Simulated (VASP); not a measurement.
PbS: single point with PBE0

PbS:

```
Pb S
1.0
     0.00000    2.98793    2.98793
     2.98793    0.00000    2.98793
     2.98793    2.98793    0.00000
Pb S
1 1
Direct
  0.00000 0.00000 0.00000
  0.50000 0.50000 0.50000
```

```
Program             : VASP 6.6.1
Task                : single point
Functional          : PBE0
Potentials or basis : VASP PAW PBE potentials, release 64 (Pb_d, S)
Cutoff              : 400 eV
k mesh              : 3 × 3 × 3
Occupations         : fermi-dirac, width 0.1 eV
Spin                : no spin polarisation
```

```
Pressure : -1.6 GPa
```

Levels at points of the mesh, in eV from the Fermi level:
```tsv
k point	band 6	band 7	band 8	band 9	band 10	band 11	band 12	band 13	band 14	band 15
(0.00, 0.00, 0.00)	-15.97	-7.50	-3.45	-3.45	-3.45	5.81	5.81	5.81	7.27	7.27
```

It took 3.4 min on 1 thread of AMD EPYC 7R13, with other jobs on the host, peak memory 0.14 GiB.

Caveat: the k points lie up to 0.61 Å⁻¹ apart; this odd mesh misses L, where the gap lies, so gap, dielectric constants and Born charges aren't listed; the PAW data sets were made with another functional, which shifts forces and pressure a little; spin-orbit coupling is left out, which moves the levels of the heavy elements.
